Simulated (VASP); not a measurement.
# MgO2 (Pa-3) in VASP: a series of runs, part 2 of 2

VASP 6.6.1. The steps go on from the part before.

### 4 Relaxation of cell and atoms, PBEsol

This run uses another cell than the first one, of 9.45 Å³/atom, 0.971 times its volume.

The input, INCAR:

```
ALGO     = Normal         # electronic algorithm
EDIFF    = 1E-6           # SCF threshold, eV
EDIFFG   = -0.001         # ionic threshold
ENCUT    = 600            # plane-wave cutoff, eV
GGA      = PS             # functional
IBRION   = 2              # ionic algorithm
ISIF     = 3              # what is computed and relaxed
ISMEAR   = 0              # smearing method
LASPH    = True           # aspherical terms in the spheres
LCHARG   = False          # write CHGCAR
LREAL    = False          # projectors in reciprocal space
LWAVE    = False          # write WAVECAR
NELM     = 100            # most SCF steps
NSW      = 80             # ionic steps
PREC     = Accurate       # precision mode
SIGMA    = 0.01           # smearing width, eV
```

The input, KPOINTS:

```
k-points
0
Gamma
  6 6 6
```

The input, POSCAR:

```
MgO2
1.0
    4.8408307549      0.0000000000      0.0000000000
    0.0000000000      4.8408307549      0.0000000000
    0.0000000000      0.0000000000      4.8408307549
Mg O
4 8
Direct
    0.0000000000      0.5000000000      0.5000000000
    0.5000000000      0.5000000000      0.0000000000
    0.5000000000      0.0000000000      0.5000000000
    0.0000000000      0.0000000000      0.0000000000
    0.4116319357      0.0883680643      0.9116319357
    0.0883680643      0.9116319357      0.4116319357
    0.9116319357      0.4116319357      0.0883680643
    0.5883680643      0.5883680643      0.5883680643
    0.4116319357      0.4116319357      0.4116319357
    0.0883680643      0.5883680643      0.9116319357
    0.9116319357      0.0883680643      0.5883680643
    0.5883680643      0.9116319357      0.0883680643
```

Potentials or basis: VASP PAW PBE potentials, release 64 (Mg, O).

Launch:

```sh
$ cat potpaw_PBE.64/Mg/POTCAR potpaw_PBE.64/O/POTCAR > POTCAR
$ mpirun -np 1 vasp_std > vasp.out
```

OUTCAR:

```text
EDIFF = 1E-6
   EDIFFG = -0.001
   ENCUT = 600
   GGA = PS
   IBRION = 2
   ISIF = 3
   ISMEAR = 0
   LASPH = True
   LREAL = False
   NELM = 100
   NSW = 80
   PREC = Accurate

 ion  position               nearest neighbor table
   1  0.000  0.500  0.500-   6 2.08   7 2.08   8 2.08   9 2.08  10 2.08  11 2.08   2 3.42   3 3.42
                             4 3.42   2 3.42   4 3.42   3 3.42   4 3.42   4 3.42   2 3.42   3 3.42
   2  0.500  0.500  0.000-   5 2.08   7 2.08   8 2.08   9 2.08  10 2.08  12 2.08   1 3.42   3 3.42
                             4 3.42   1 3.42   3 3.42   3 3.42   4 3.42   3 3.42   1 3.42   4 3.42
   3  0.500  0.000  0.500-   5 2.08   6 2.08   8 2.08   9 2.08  11 2.08  12 2.08   1 3.42   2 3.42
                             4 3.42   2 3.42   4 3.42   1 3.42   2 3.42   2 3.42   1 3.42   4 3.42
   4  0.000  0.000  0.000-   5 2.08   6 2.08   7 2.08  10 2.08  11 2.08  12 2.08   1 3.42   2 3.42
                             3 3.42   1 3.42   3 3.42   1 3.42   2 3.42   1 3.42   2 3.42   3 3.42
   5  0.412  0.088  0.912-  12 1.48   3 2.08   4 2.08   2 2.08
   6  0.088  0.912  0.412-  11 1.48   3 2.08   4 2.08   1 2.08
   7  0.912  0.412  0.088-  10 1.48   2 2.08   4 2.08   1 2.08
   8  0.588  0.588  0.588-   9 1.48   2 2.08   3 2.08   1 2.08
   9  0.412  0.412  0.412-   8 1.48   2 2.08   3 2.08   1 2.08
  10  0.088  0.588  0.912-   7 1.48   2 2.08   4 2.08   1 2.08
  11  0.912  0.088  0.588-   6 1.48   3 2.08   4 2.08   1 2.08
  12  0.588  0.912  0.088-   5 1.48   3 2.08   4 2.08   2 2.08

  LATTYP: Found a simple cubic cell.
 ALAT       =     4.8408307549

  Lattice vectors:

 A1 = (   4.8408307549,   0.0000000000,   0.0000000000)
 A2 = (   0.0000000000,   4.8408307549,   0.0000000000)
 A3 = (   0.0000000000,   0.0000000000,   4.8408307549)

Analysis of symmetry for initial positions (statically):
=====================================================================
 Subroutine PRICEL returns:
 Original cell was already a primitive cell.

 Routine SETGRP: Setting up the symmetry group for a
 simple cubic supercell.

 Subroutine GETGRP returns: Found 24 space group operations
 (whereof  6 operations were pure point group operations)
 out of a pool of 48 trial point group operations.

The static configuration has the point symmetry S_6 .
 The point group associated with its full space group is T_h .

Analysis of symmetry for dynamics (positions and initial velocities):
[... 147 lines left out ...]
   EFERMI_NEDOS =   21; number of points for ismear=-14 and -15
   IALGO  =     38    algorithm
   IMIX   =      4    mixing-type and parameters
     AMIX     =   0.40;   BMIX     =  1.00
     AMIX_MAG =   1.60;   BMIX_MAG =  1.00
  volume/ion in A,a.u.               =       9.45        63.79
  Fermi-wavevector in a.u.,A,eV,Ry     =   1.293851  2.445024 22.776839  1.674050
  Thomas-Fermi vector in A             =   2.425471
   LORBIT       =      0    0 simple, 1 ext, 2 COOP (PROOUT), +10 PAW based schemes
   GGA     = PS    functional components
   LHFCALC =     F    Hartree Fock is set to
   AEXX    =    0.0000 exact exchange contribution
   IVDW    =     0    specifies the selected vdW correction
   LEPSILON=     F    determine dielectric tensor
   LRPA    =     F    only Hartree local field effects (RPA)
 conjugate gradient relaxation of ions
 non-spin polarized calculation
 Gauss-broadening in eV      SIGMA  =   0.01
  energy-cutoff  :      600.00
  volume of cell :      113.44
 maximum number of plane-waves:      3840
 NGX is ok and might be reduce to    40
   NGX = 19   NGY = 19   NGZ = 19

--------------------------------------- Ionic step        1  -------------------------------------------

 number of electron      55.9999964 magnetization

 Free energy of the ion-electron system (eV)
  ---------------------------------------------------
  ext. energy  EPLUGINS =         0.00000000
  ---------------------------------------------------
  free energy    TOTEN  =       -69.80893715 eV

  energy without entropy =      -69.80893715  energy(sigma->0) =      -69.80893715

------------------------ aborting loop because EDIFF is reached ----------------------------------------

  FORCE on cell =-STRESS in cart. coord.  units (eV):
  Direction    XX          YY          ZZ          XY          YZ          ZX
  --------------------------------------------------------------------------------------
  -------------------------------------------------------------------------------------
  Total       -0.2094544     -0.2094544     -0.2094544     -0.0000000      0.0000000     -0.0000000
  in kB       -2.9582868     -2.9582868     -2.9582868     -0.0000000      0.0000000     -0.0000000
  external PRESSURE =      -2.9582868 kB  Pullay stress =       0.0000000 kB
[... 309 lines left out ...]
--------------------------------------- Ionic step        8  -------------------------------------------

 number of electron      55.9999977 magnetization

 Free energy of the ion-electron system (eV)
  ---------------------------------------------------
  ext. energy  EPLUGINS =         0.00000000
  ---------------------------------------------------
  free energy    TOTEN  =       -69.81267624 eV

  energy without entropy =      -69.81267624  energy(sigma->0) =      -69.81267624

 E-fermi :   3.0030     XC(G=0): -11.0412

 val. band max:        2.8624640016   @ k =   0.0000   0.0000   0.0000
 cond. band min:       6.7664222330   @ k =   0.3333   0.1667   0.1667
 fundamental gap:      3.9039582314
 Fermi energy:         3.0029779162

 k-point     1 :       0.0000    0.0000    0.0000
  band No.  band energies     occupation
      1     -18.3464      2.00000
      2     -17.5477      2.00000
      3     -17.5477      2.00000
      4     -17.5477      2.00000
      5     -11.7881      2.00000
      6     -11.7881      2.00000
[... 940 lines left out ...]
  FREE ENERGIE OF THE ION-ELECTRON SYSTEM (eV)
  ---------------------------------------------------
  free  energy   TOTEN  =       -69.8126762428 eV

  energy  without entropy=      -69.8126762428  energy(sigma->0) =      -69.81267624

 reached required accuracy - stopping structural energy minimisation
```

OSZICAR:

```text
N       E                     dE             d eps       ncg     rms          rms(c)
DAV:   1     0.369424142423E+03    0.36942E+03   -0.32899E+04  1712   0.169E+03
DAV:   2    -0.497929264286E+02   -0.41922E+03   -0.41066E+03  2087   0.336E+02
DAV:   3    -0.743751613304E+02   -0.24582E+02   -0.24423E+02  2055   0.894E+01
[... 49 lines left out ...]
DAV:   3    -0.698126758150E+02    0.15969E-06   -0.46413E-07   870   0.412E-03
   7 F= -.69812676E+02 E0= -.69812676E+02  d E =-.607965E-07
       N       E                     dE             d eps       ncg     rms          rms(c)
DAV:   1    -0.698126761651E+02   -0.19034E-06   -0.13579E-04  1692   0.739E-02    0.409E-03
DAV:   2    -0.698126762428E+02   -0.77713E-07   -0.40567E-06  1404   0.115E-02
   8 F= -.69812676E+02 E0= -.69812676E+02  d E =-.488539E-06
```

CONTCAR:

```text
MgO2
   1.00000000000000
     4.8336207214827667    0.0000000000000000   -0.0000000000000000
    -0.0000000000000000    4.8336207214827667    0.0000000000000000
    -0.0000000000000000    0.0000000000000000    4.8336207214827667
  Mg              O
     4     8
Direct
     0.0000000000000000    0.5000000000000000    0.5000000000000000
     0.5000000000000000    0.5000000000000000    1.0000000000000000
     0.5000000000000000    1.0000000000000000    0.5000000000000000
     0.0000000000000000    1.0000000000000000    1.0000000000000000
     0.4111063014444217    0.0888936985555782    0.9111063014444218
     0.0888936985555782    0.9111063014444218    0.4111063014444217
     0.9111063014444218    0.4111063014444217    0.0888936985555782
     0.5888936985555782    0.5888936985555782    0.5888936985555782
     0.4111063014444217    0.4111063014444217    0.4111063014444217
     0.0888936985555782    0.5888936985555782    0.9111063014444218
     0.9111063014444218    0.0888936985555782    0.5888936985555782
     0.5888936985555782    0.9111063014444218    0.0888936985555782

  0.00000000E+00  0.00000000E+00  0.00000000E+00
  0.00000000E+00  0.00000000E+00  0.00000000E+00
  0.00000000E+00  0.00000000E+00  0.00000000E+00
  0.00000000E+00  0.00000000E+00  0.00000000E+00
  0.00000000E+00  0.00000000E+00  0.00000000E+00
  0.00000000E+00  0.00000000E+00  0.00000000E+00
  0.00000000E+00  0.00000000E+00  0.00000000E+00
  0.00000000E+00  0.00000000E+00  0.00000000E+00
  0.00000000E+00  0.00000000E+00  0.00000000E+00
  0.00000000E+00  0.00000000E+00  0.00000000E+00
  0.00000000E+00  0.00000000E+00  0.00000000E+00
  0.00000000E+00  0.00000000E+00  0.00000000E+00
```

Wall time 2.7 min (1 thread of Intel Xeon 6975P-C (Granite Rapids), shared host); peak memory 0.3 GiB.

Results:

```
Free energy                            : -69.8127 eV
Relaxed volume                         : 9.41 Å³/atom
Relaxed cell                           : a = 4.834 Å, b = 4.834 Å, c = 4.834 Å, α = 90.00°, β = 90.00°, γ = 90.00°
Space group after relaxing (to 0.05 Å) : Pa-3 (No. 205)
Energy gained by relaxing              : 0.3 meV/atom
Ionic steps                            : 8
Pressure after relaxing                : 0.0 GPa
Band gap on the k mesh                 : 3.90 eV, indirect (least direct gap 4.03 eV)
```

Step by step:
| step | energy change (eV) | largest force (eV/Å) | pressure (GPa) | volume (Å³) |
| --- | --- | --- | --- | --- |
| 1 | 0.0000 | 0.1842 | -0.30 | 113.44 |
| 2 | 0.0008 | 0.2256 | -0.62 | 113.15 |
| 3 | -0.0032 | 0.0123 | -0.48 | 113.30 |
| 4 | -0.0037 | 0.0009 | 0.10 | 112.86 |
| 5 | -0.0037 | 0.0029 | -0.01 | 112.94 |
| 6 | -0.0037 | 0.0026 | 0.00 | 112.93 |
| 7 | -0.0037 | 0.0027 | 0.00 | 112.93 |
| 8 | -0.0037 | 0.0001 | -0.01 | 112.93 |

Final structure:
```xyz
12
Lattice="4.8336 0.0000 0.0000 0.0000 4.8336 0.0000 0.0000 0.0000 4.8336" Properties=species:S:1:pos:R:3 pbc="T T T"
Mg    0.0000    2.4168    2.4168
Mg    2.4168    2.4168    4.8336
Mg    2.4168    4.8336    2.4168
Mg    0.0000    4.8336    4.8336
O     1.9871    0.4297    4.4039
O     0.4297    4.4039    1.9871
O     4.4039    1.9871    0.4297
O     2.8465    2.8465    2.8465
O     1.9871    1.9871    1.9871
O     0.4297    2.8465    4.4039
O     4.4039    0.4297    2.8465
O     2.8465    4.4039    0.4297
```

Levels at points of the mesh, in eV from the valence-band top:
| k point | band 26 | band 27 | band 28 | band 29 | band 30 | band 31 |
| --- | --- | --- | --- | --- | --- | --- |
| (0.00, 0.00, 0.00) | -0.50 | 0.00 | 0.00 | 4.57 | 4.57 | 4.57 |
| (0.50, 0.00, 0.00) | -0.73 | -0.12 | -0.12 | 3.97 | 3.97 | 4.43 |
| (0.50, 0.50, 0.00) | -0.50 | -0.50 | -0.50 | 4.19 | 4.19 | 4.19 |
| (0.50, 0.50, 0.50) | -0.57 | -0.57 | -0.57 | 4.50 | 4.50 | 4.50 |

Caveat: the PAW data sets were made with another functional, which shifts forces and pressure a little. A k mesh can miss the band edges.

### 5 Relaxation of the atoms, PBEsol (volume scaled by 1.10)

The input, INCAR:

```
SYSTEM = MgO2
PREC = Accurate
ENCUT = 520
EDIFF = 1E-6
ISMEAR = 0
SIGMA = 0.02
LREAL = .False.
LASPH = .True.
NELM = 60
ALGO = Normal
ISIF = 2
LWAVE = .False.
LCHARG = .False.
GGA = PS
IBRION = 2
NSW = 50
EDIFFG = -0.01
```

The input, KPOINTS:

```
regular mesh
0
Gamma
  6 6 6
  0 0 0
```

The input, POSCAR:

```
MgO2
1.0
    4.9970933274      0.0000000000      0.0000000000
    0.0000000000      4.9970933274      0.0000000000
    0.0000000000      0.0000000000      4.9970933274
Mg O
4 8
Direct
    0.0000000000      0.5000000000      0.5000000000
    0.5000000000      0.5000000000      0.0000000000
    0.5000000000      0.0000000000      0.5000000000
    0.0000000000      0.0000000000      0.0000000000
    0.4127151140      0.0872848860      0.9127151140
    0.0872848860      0.9127151140      0.4127151140
    0.9127151140      0.4127151140      0.0872848860
    0.5872848860      0.5872848860      0.5872848860
    0.4127151140      0.4127151140      0.4127151140
    0.0872848860      0.5872848860      0.9127151140
    0.9127151140      0.0872848860      0.5872848860
    0.5872848860      0.9127151140      0.0872848860
```

Launch:

```sh
$ cat potpaw_PBE.64/Mg/POTCAR potpaw_PBE.64/O/POTCAR > POTCAR
$ mpirun -np 1 vasp_std > vasp.out
```

Run time: 3.8 min. Hardware: 1 thread of Oxide Virtual Turin-like, shared host; peak memory 0.25 GiB.

It converged, with:

```
Free energy               : -69.3726 eV
Energy gained by relaxing : 0.1 meV/atom
Ionic steps               : 3
Pressure after relaxing   : -11.0 GPa
Band gap on the k mesh    : 3.58 eV, indirect (least direct gap 3.67 eV)
```

The path:
```
step  energy change (eV)  largest force (eV/Å)  pressure (GPa)
   1              0.0000                0.0887          -11.16
   2              0.0001                0.0991          -10.84
   3             -0.0007                0.0003          -11.00
```

Final structure:
```
CELL_PARAMETERS angstrom
4.99709 0.00000 0.00000
0.00000 4.99709 0.00000
0.00000 0.00000 4.99709
ATOMIC_POSITIONS crystal
Mg 0.00000 0.50000 0.50000
Mg 0.50000 0.50000 0.00000
Mg 0.50000 0.00000 0.50000
Mg 0.00000 0.00000 0.00000
O 0.41295 0.08705 0.91295
O 0.08705 0.91295 0.41295
O 0.91295 0.41295 0.08705
O 0.58705 0.58705 0.58705
O 0.41295 0.41295 0.41295
O 0.08705 0.58705 0.91295
O 0.91295 0.08705 0.58705
O 0.58705 0.91295 0.08705
```

Levels at points of the mesh, in eV from the valence-band top:
```csv
k point,band 24,band 25,band 26,band 27,band 28,band 29,band 30,band 31,band 32,band 33
"(0.00, 0.00, 0.00)",-0.42,-0.42,-0.42,0.00,0.00,4.25,4.25,4.25,4.39,5.34
"(0.50, 0.00, 0.00)",-0.82,-0.65,-0.65,-0.11,-0.11,3.65,3.65,4.18,4.18,7.68
"(0.50, 0.50, 0.00)",-0.64,-0.47,-0.47,-0.47,-0.47,3.91,3.91,3.91,3.91,8.47
"(0.50, 0.50, 0.50)",-0.70,-0.52,-0.52,-0.52,-0.52,4.23,4.23,4.23,4.23,8.44
```

Caveat: the cell differs from its parent crystal (volume scaled by 1.10); the PAW data sets were made with another functional, which shifts forces and pressure a little.

### 6 Summary

```csv
task,cell,cutoff (eV),smearing,gap on the mesh (eV),pressure (GPa),largest force (eV/Å)
single point,"a = 4.889 Å, 12 atoms",520,gaussian 0.02 eV,3.85,-3.9,0.19
single point,"a = 4.936 Å, 12 atoms",520,gaussian 0.02 eV,3.76,-7.1,0.19
relaxation of cell and atoms,"relaxed from a = 4.841 Å, 12 atoms",600,gaussian 0.01 eV,3.90,0.0,-
relaxation of the atoms,"atoms relaxed from a = 4.997 Å, 12 atoms",520,gaussian 0.02 eV,3.58,-11.0,-
```

Alike in all rows: level PBEsol; potentials or basis VASP PAW PBE potentials, release 64 (Mg, O); no spin polarisation; k mesh 6 × 6 × 6.

Caveats: the PAW data sets were made with another functional, which shifts forces and pressure a little.

Absolute energies hang on the potentials; compare differences alone.
